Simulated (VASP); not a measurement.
# Ge7I (R-3m) in VASP: a series of runs

Ge7I is run at these levels: PBE; tasks: relaxation of cell and atoms, single point.

Everything below comes from runs of VASP 6.6.1. Logs are shortened: lines on timing, memory, paths and dates and some standing lists are left out, and cuts for length are marked.

## (1) The cell of the first run

The structure is trigonal, space group R-3m (No. 166). Conventional cell: a = 6.374 Å, b = 6.374 Å, c = 17.745 Å, α = 90.00°, β = 90.00°, γ = 120.00°. Within 2.6 Å of Ge (site symmetry 2) lie 4 Ge at 1.95 to 2.21 Å. Within 2.9 Å of Ge (site symmetry -3m) lie 6 Ge at 2.21 Å. I (site symmetry -3m) has 18 Ge at 3.62 to 4.72 Å within 4.8 Å.

The cell was generated, and may not be a known phase.

## (2) Relaxation of cell and atoms, PBE

INCAR reads:

```
PREC = Accurate
ENCUT = 600
EDIFF = 1E-6
ISMEAR = 0
SIGMA = 0.1
LREAL = False
LASPH = True
NELM = 100
ALGO = Normal
ISIF = 3
LWAVE = False
LCHARG = False
GGA = PE
IBRION = 2
NSW = 90
EDIFFG = -0.04
```

KPOINTS reads:

```
Automatic mesh
0
Gamma
  3 3 3
```

POSCAR reads:

```
Ge7I
1.0
    3.1871089400      1.8400782100      5.9149652100
   -3.1871089400      1.8400782100      5.9149652100
    0.0000000000     -3.6801564100      5.9149652100
Ge I
7 1
Direct
    0.1532767800      0.8467232200      0.5000000000
    0.5000000000      0.1532767800      0.8467232200
    0.8467232200      0.5000000000      0.1532767800
    0.8467232200      0.1532767800      0.5000000000
    0.5000000000      0.8467232200      0.1532767800
    0.1532767800      0.5000000000      0.8467232200
    0.5000000000      0.5000000000      0.5000000000
    0.0000000000      0.0000000000      0.0000000000
```

Potentials or basis: VASP PAW PBE potentials, release 64 (Ge_d, I).

Command:

```console
$ cat potpaw_PBE.64/Ge_d/POTCAR potpaw_PBE.64/I/POTCAR > POTCAR
$ mpirun -np 1 vasp_std > vasp.out
```

OUTCAR:

```text
PREC = Accurate
   ENCUT = 600
   EDIFF = 1E-6
   ISMEAR = 0
   LREAL = False
   LASPH = True
   NELM = 100
   ISIF = 3
   GGA = PE
   IBRION = 2
   NSW = 90
   EDIFFG = -0.04

 ion  position               nearest neighbor table
   1  0.153  0.847  0.500-   4 1.95   7 2.21   6 2.21   5 2.21
   2  0.500  0.153  0.847-   5 1.95   6 2.21   4 2.21   7 2.21
   3  0.847  0.500  0.153-   6 1.95   5 2.21   4 2.21   7 2.21
   4  0.847  0.153  0.500-   1 1.95   7 2.21   3 2.21   2 2.21
   5  0.500  0.847  0.153-   2 1.95   3 2.21   1 2.21   7 2.21
   6  0.153  0.500  0.847-   3 1.95   2 2.21   1 2.21   7 2.21
   7  0.500  0.500  0.500-   1 2.21   4 2.21   3 2.21   2 2.21   5 2.21   6 2.21
   8  0.000  0.000  0.000-

  LATTYP: Found a trigonal (rhomboedric) cell.
 ALAT       =     6.9663738523
 COS(alpha) =     0.5813893636

  Lattice vectors:

 A1 = (   3.1871089400,   1.8400782100,   5.9149652100)
 A2 = (  -3.1871089400,   1.8400782100,   5.9149652100)
 A3 = (   0.0000000000,  -3.6801564100,   5.9149652100)

Analysis of symmetry for initial positions (statically):
=====================================================================
 Subroutine PRICEL returns:
 Original cell was already a primitive cell.

 Routine SETGRP: Setting up the symmetry group for a
 trigonal (rhombohedral) supercell.

 Subroutine GETGRP returns: Found 12 space group operations
 (whereof 12 operations were pure point group operations)
 out of a pool of 12 trial point group operations.

The static configuration has the point symmetry D_3d.

Analysis of symmetry for dynamics (positions and initial velocities):
=====================================================================
 Subroutine PRICEL returns:
 Original cell was already a primitive cell.

 Routine SETGRP: Setting up the symmetry group for a
 trigonal (rhombohedral) supercell.

 Subroutine GETGRP returns: Found 12 space group operations
 (whereof 12 operations were pure point group operations)
 out of a pool of 12 trial point group operations.

The dynamic configuration has the point symmetry D_3d.

 Subroutine INISYM returns: Found 12 space group operations
 (whereof 12 operations are pure point group operations),
 and found     1 'primitive' translations

----------------------------------------------------------------------------------------

                                     Primitive cell

  volume of cell :     208.1309

  direct lattice vectors                    reciprocal lattice vectors
     3.187108940  1.840078210  5.914965210     0.156881992  0.090575860  0.056354234
    -3.187108940  1.840078210  5.914965210    -0.156881992  0.090575860  0.056354234
     0.000000000 -3.680156410  5.914965210     0.000000000 -0.181151721  0.056354234

  length of vectors
     6.966373852  6.966373852  6.966373851     0.189714906  0.189714906  0.189714906

  position of ions in fractional coordinates (direct lattice)
     0.153276780  0.846723220  0.500000000
     0.500000000  0.153276780  0.846723220
     0.846723220  0.500000000  0.153276780
     0.846723220  0.153276780  0.500000000
     0.500000000  0.846723220  0.153276780
     0.153276780  0.500000000  0.846723220
     0.500000000  0.500000000  0.500000000
     0.000000000  0.000000000  0.000000000

  ion indices of the primitive-cell ions
   primitive index   ion index
                 1           1
                 2           2
                 3           3
                 4           4
                 5           5
                 6           6
                 7           7
                 8           8

----------------------------------------------------------------------------------------

 KPOINTS: Automatic mesh

Automatic generation of k-mesh.
 Grid dimensions read from file:
 generate k-points for:    3    3    3

 Generating k-lattice:

  Cartesian coordinates                     Fractional coordinates (reciprocal lattice)
     0.052293997  0.030191953  0.018784745     0.333333333  0.000000000 -0.000000000
    -0.052293997  0.030191953  0.018784745     0.000000000  0.333333333 -0.000000000
     0.000000000 -0.060383907  0.018784745    -0.000000000 -0.000000000  0.333333333

  Length of vectors
     0.063238302  0.063238302  0.063238302

  Shift w.r.t. Gamma in fractional coordinates (k-lattice)
     0.000000000  0.000000000  0.000000000

 Subroutine IBZKPT returns following result:
 ===========================================

 Found      6 irreducible k-points:

 Following reciprocal coordinates:
            Coordinates               Weight
  0.000000  0.000000  0.000000      1.000000
  0.333333 -0.000000 -0.000000      6.000000
  0.333333  0.333333 -0.000000      6.000000
 -0.333333  0.333333  0.000000      6.000000
  0.333333  0.333333  0.333333      2.000000
 -0.333333  0.333333  0.333333      6.000000
   k-points           NKPTS =      6   k-points in BZ     NKDIM =      6   number of bands    NBANDS=     63
   number of dos      NEDOS =    301   number of ions     NIONS =      8
   total plane-waves  NPLWV = 175616
   dimension x,y,z NGX =    56 NGY =   56 NGZ =   56
   dimension x,y,z NGXF=   112 NGYF=  112 NGZF=  112
   ions per type =               7   1
   NGX,Y,Z   is equivalent  to a cutoff of  13.36, 13.36, 13.36 a.u.
   NGXF,Y,Z  is equivalent  to a cutoff of  26.73, 26.73, 26.73 a.u.
 SYSTEM =  unknown system
   PREC   = accura    normal or accurate (medium, high low for compatibility)
   ISTART =      0    job   : 0-new  1-cont  2-samecut
   ICHARG =      2    charge: 1-file 2-atom 10-const
   ISPIN  =      1    spin polarized calculation?
   LNONCOLLINEAR =      F non collinear calculations
   LSORBIT =      F    spin-orbit coupling
   LASPH  =      T    aspherical Exc in radial PAW
   ENCUT  =  600.0 eV  44.10 Ry    6.64 a.u.  13.91 13.91 13.91*2*pi/ulx,y,z
   NELM   =    100;   NELMIN=  2; NELMDL= -5     # of ELM steps
   EDIFF  = 0.1E-05   stopping-criterion for ELM
   LREAL  =      F    real-space projection
   EDIFFG = -.4E-01   stopping-criterion for IOM
   NSW    =     90    number of steps for IOM
   IBRION =      2    ionic relax: 0-MD 1-quasi-New 2-CG
   NFREE  =      1    steps in history (QN), initial steepest desc. (CG)
   ISIF   =      3    stress and relaxation
   ISYM   =      2    0-nonsym 1-usesym 2-fastsym
   POTIM  = 0.5000    time-step for ionic-motion
   TEBEG  =    0.0;   TEEND  =   0.0 temperature during run
   PSTRESS=    0.0 pullay stress
   NELECT =     105.0000    total number of electrons
   NUPDOWN=      -1.0000    fix difference up-down
   EMIN   =  10.00;   EMAX   =-10.00  energy-range for DOS
   EFERMI =   0.00;   METHOD = LEGACY
   ISMEAR =     0;   SIGMA  =   0.10  broadening in eV -4-tet -1-fermi 0-gaus
   EFERMI_NEDOS =   21; number of points for ismear=-14 and -15
   IALGO  =     38    algorithm
   IMIX   =      4    mixing-type and parameters
     AMIX     =   0.40;   BMIX     =  1.00
     AMIX_MAG =   1.60;   BMIX_MAG =  1.00
  volume/ion in A,a.u.               =      26.02       175.57
  Fermi-wavevector in a.u.,A,eV,Ry     =   1.303244  2.462774 23.108744  1.698445
  Thomas-Fermi vector in A             =   2.434259
   LORBIT       =      0    0 simple, 1 ext, 2 COOP (PROOUT), +10 PAW based schemes
   GGA     = PE    functional components
   LHFCALC =     F    Hartree Fock is set to
   AEXX    =    0.0000 exact exchange contribution
   IVDW    =     0    specifies the selected vdW correction
   LEPSILON=     F    determine dielectric tensor
   LRPA    =     F    only Hartree local field effects (RPA)
 conjugate gradient relaxation of ions
 non-spin polarized calculation
 Gauss-broadening in eV      SIGMA  =   0.10
  energy-cutoff  :      600.00
  volume of cell :      208.13
 maximum number of plane-waves:      6962
   NGX = 27   NGY = 27   NGZ = 27

--------------------------------------- Ionic step        1  -------------------------------------------

 number of electron     104.9999981 magnetization

 Free energy of the ion-electron system (eV)
  ---------------------------------------------------
  ext. energy  EPLUGINS =         0.00000000
  ---------------------------------------------------
  free energy    TOTEN  =       -14.76401147 eV

  energy without entropy =      -14.74102202  energy(sigma->0) =      -14.75251674

------------------------ aborting loop because EDIFF is reached ----------------------------------------

  FORCE on cell =-STRESS in cart. coord.  units (eV):
  Direction    XX          YY          ZZ          XY          YZ          ZX
  --------------------------------------------------------------------------------------
  -------------------------------------------------------------------------------------
  Total       77.4107945     77.4107947      2.6102057      0.0000000      0.0000000     -0.0000000
  in kB      595.9028634    595.9028648     20.0931800      0.0000000      0.0000000     -0.0000000
  external PRESSURE =     403.9663027 kB  Pullay stress =       0.0000000 kB
[... 27 lines left out ...]
  energy  without entropy=      -14.7410220234  energy(sigma->0) =      -14.75251674

--------------------------------------- Ionic step        2  -------------------------------------------

 number of electron     105.0000020 magnetization

 E-fermi :  -0.5956     XC(G=0):  -6.1258

 val. band max:       -0.6233104374   @ k =  -0.3333   0.3333   0.3333
 cond. band min:      -0.4769691003   @ k =   0.3333  -0.0000  -0.0000
 fundamental gap:      0.1463413371
 Fermi energy:        -0.5956466979

 k-point     1 :       0.0000    0.0000    0.0000
  band No.  band energies     occupation
      1     -25.4334      2.00000
      2     -25.4218      2.00000
      3     -25.4218      2.00000
      4     -25.4218      2.00000
      5     -25.4218      2.00000
      6     -25.4089      2.00000
[... 462 lines left out ...]
  FREE ENERGIE OF THE ION-ELECTRON SYSTEM (eV)
  ---------------------------------------------------
  free  energy   TOTEN  =       -28.1043893482 eV

  energy  without entropy=      -28.0679447875  energy(sigma->0) =      -28.08616707

[... ionic steps 4 to 7 ...]

--------------------------------------- Ionic step        8  -------------------------------------------

 number of electron     104.9999991 magnetization

------------------------ aborting loop because EDIFF is reached ----------------------------------------

  FORCE on cell =-STRESS in cart. coord.  units (eV):
  Direction    XX          YY          ZZ          XY          YZ          ZX
  --------------------------------------------------------------------------------------
  -------------------------------------------------------------------------------------
  Total        4.1784475      4.1784475      1.1960041     -0.0000000      0.0000000     -0.0000000
  in kB       28.9319303     28.9319304      8.2812354     -0.0000000      0.0000000     -0.0000000
  external PRESSURE =      22.0483653 kB  Pullay stress =       0.0000000 kB
[... 69 lines left out ...]
  energy  without entropy=      -28.3096387844  energy(sigma->0) =      -28.32625759

--------------------------------------- Ionic step       10  -------------------------------------------

 number of electron     104.9999988 magnetization

 Free energy of the ion-electron system (eV)
  ---------------------------------------------------
  ext. energy  EPLUGINS =         0.00000000
  ---------------------------------------------------
  free energy    TOTEN  =       -28.37292381 eV

  energy without entropy =      -28.34010986  energy(sigma->0) =      -28.35651683

 E-fermi :   2.4436     XC(G=0):  -8.2527

 val. band max:        2.3226052165   @ k =   0.3333  -0.0000  -0.0000
 cond. band min:       2.4439911596   @ k =   0.3333  -0.0000  -0.0000
 fundamental gap:      0.1213859431
 Fermi energy:         2.4435788422

 k-point     1 :       0.0000    0.0000    0.0000
  band No.  band energies     occupation
      1     -22.3703      2.00000
      2     -22.3514      2.00000
      3     -22.3514      2.00000
      4     -22.3412      2.00000
      5     -22.3273      2.00000
      6     -22.3088      2.00000
[... 420 lines left out ...]
  FREE ENERGIE OF THE ION-ELECTRON SYSTEM (eV)
  ---------------------------------------------------
  free  energy   TOTEN  =       -28.3729238065 eV

  energy  without entropy=      -28.3401098593  energy(sigma->0) =      -28.35651683

 reached required accuracy - stopping structural energy minimisation
```

It took 10 min on 1 thread of Intel Xeon 6975P-C (Granite Rapids), shared host; peak memory 0.49 GiB.

Results:

```yaml
Free_energy: -28.3729 eV
Relaxed_volume: 32.91 Å³/atom
Relaxed_cell: a = 6.656 Å, b = 6.656 Å, c = 6.656 Å, α = 73.19°, β = 73.19°, γ = 73.19°
Space_group_after_relaxing_to_0.1_Å: R-3m (No. 166)
Energy_gained_by_relaxing: 1701.1 meV/atom
Ionic_steps: 10
Pressure_after_relaxing: 0.0 GPa
Largest_force_after_relaxing: 0.004 eV/Å
Band_gap_on_the_k_mesh: zero (an odd number of electrons rules out a gap without spin polarisation)
```

Forces on the atoms (eV/Å):
```
Ge  -0.004  0.000  0.000
Ge   0.002 -0.003  0.000
Ge   0.002  0.003  0.000
Ge   0.004  0.000  0.000
Ge  -0.002  0.003  0.000
Ge  -0.002 -0.003  0.000
Ge   0.000  0.000  0.000
I    0.000  0.000  0.000
```

Stress tensor (GPa, compression positive):
```
 0.02  0.00  0.00
 0.00  0.02  0.00
 0.00  0.00 -0.18
```

Step by step:
```tsv
step	energy change (eV)	largest force (eV/Å)	pressure (GPa)	volume (Å³)
1	0.0000	2.9384	40.40	208.13
2	-9.6050	0.8968	-4.94	454.85
3	-13.3404	0.0842	-0.41	319.34
4	-13.3379	0.0780	-0.17	316.87
5	-13.3667	0.0614	-0.14	313.01
6	-13.4454	0.0085	0.01	301.42
7	-13.5517	0.1180	0.48	278.17
8	-13.5232	0.2552	2.20	231.39
9	-13.5789	0.1525	0.89	261.97
10	-13.6089	0.0037	-0.04	263.29
```

Final structure:
```cif
data_structure
_symmetry_space_group_name_H-M 'P 1'
_symmetry_Int_Tables_number 1
_cell_length_a 6.6557
_cell_length_b 6.6557
_cell_length_c 6.6557
_cell_angle_alpha 73.190
_cell_angle_beta 73.190
_cell_angle_gamma 73.190
_cell_volume 263.29
loop_
_atom_site_label
_atom_site_type_symbol
_atom_site_fract_x
_atom_site_fract_y
_atom_site_fract_z
_atom_site_occupancy
Ge1 Ge 0.17177 0.82823 0.50000 1
Ge2 Ge 0.50000 0.17177 0.82823 1
Ge3 Ge 0.82823 0.50000 0.17177 1
Ge4 Ge 0.82823 0.17177 0.50000 1
Ge5 Ge 0.50000 0.82823 0.17177 1
Ge6 Ge 0.17177 0.50000 0.82823 1
Ge7 Ge 0.50000 0.50000 0.50000 1
I1 I 0.00000 0.00000 0.00000 1
```

Levels at points of the mesh, in eV from the Fermi level:
```tsv
k point	band 50	band 51	band 52	band 53	band 54	band 55
(0.00, 0.00, 0.00)	-0.86	-0.46	-0.46	-0.41	-0.41	0.09
```

Caveat: the k points lie up to 0.34 Å⁻¹ apart in the final cell, too coarse for converged energies and pressures of a metal; the volume moved by over 15 % at a fixed basis, so the end points are rough; spin-orbit coupling is left out, which moves the levels of the heavy elements; an odd number of electrons without spin polarisation forces a metal; a magnetic or distorted state may lie lower.

## (3) Single point, PBE

This run uses another cell than the first one, of 25.84 Å³/atom.

INCAR reads:

```
SYSTEM = Ge7I
PREC = Accurate
ENCUT = 520
EDIFF = 1E-7
ISMEAR = 0
SIGMA = 0.1
LREAL = .False.
LASPH = .True.
NELM = 60
ALGO = Normal
ISIF = 2
LWAVE = .False.
LCHARG = .False.
GGA = PE
NBANDS = 62
```

KPOINTS reads:

```
regular mesh
0
Gamma
  6 6 6
  0 0 0
```

POSCAR reads:

```
Ge7I
1.0
    5.2284956238      3.0186733559      2.1829177796
   -5.2284956238      3.0186733559      2.1829177796
    0.0000000000     -6.0373467118      2.1829177796
Ge I
7 1
Direct
    0.2397130821      0.7602869179      0.5000000000
    0.5000000000      0.2397130821      0.7602869179
    0.7602869179      0.5000000000      0.2397130821
    0.7602869179      0.2397130821      0.5000000000
    0.5000000000      0.7602869179      0.2397130821
    0.2397130821      0.5000000000      0.7602869179
    0.5000000000      0.5000000000      0.5000000000
    0.0000000000      0.0000000000      0.0000000000
```

Potentials or basis: VASP PAW PBE potentials, release 64 (Ge_d, I).

Command:

```console
$ cat potpaw_PBE.64/Ge_d/POTCAR potpaw_PBE.64/I/POTCAR > POTCAR
$ mpirun -np 1 vasp_std > vasp.out
```

Run time: 3.4 min. Hardware: 1 thread of Intel Xeon 6975P-C (Granite Rapids), shared host; peak memory 0.5 GiB.

Results (log left out):

| Property | Result |
| --- | --- |
| Free energy | -31.2880 eV |
| Pressure | 0.0 GPa |
| Largest force | 0.008 eV/Å |
| Band gap on the k mesh | zero (an odd number of electrons rules out a gap without spin polarisation) |

Forces on the atoms (eV/Å):
```
Ge  -0.008  0.000  0.000
Ge   0.004 -0.007  0.000
Ge   0.004  0.007  0.000
Ge   0.008  0.000  0.000
Ge  -0.004  0.007  0.000
Ge  -0.004 -0.007  0.000
Ge   0.000  0.000  0.000
I    0.000  0.000  0.000
```

Levels at points of the mesh, in eV from the Fermi level:
| k point | band 48 | band 49 | band 50 | band 51 | band 52 | band 53 | band 54 | band 55 | band 56 | band 57 |
| --- | --- | --- | --- | --- | --- | --- | --- | --- | --- | --- |
| (0.00, 0.00, 0.00) | -2.88 | -1.95 | -1.95 | -1.41 | 0.36 | 0.36 | 0.46 | 1.82 | 2.11 | 2.11 |
| (0.50, 0.00, 0.00) | -2.36 | -2.23 | -1.81 | -1.72 | -0.99 | -0.65 | -0.23 | 1.30 | 1.63 | 2.23 |
| (0.50, 0.50, 0.00) | -2.38 | -2.21 | -1.65 | -1.49 | -1.29 | 0.18 | 0.64 | 1.01 | 1.67 | 2.07 |
| (0.50, 0.50, 0.50) | -2.40 | -2.30 | -2.03 | -1.02 | -0.46 | -0.46 | 0.61 | 0.66 | 0.66 | 1.16 |

Caveat: spin-orbit coupling is left out, which moves the levels of the heavy elements; an odd number of electrons without spin polarisation forces a metal; a magnetic or distorted state may lie lower.

The gap in the log of VASP goes by the Fermi energy; the results here count the filled bands.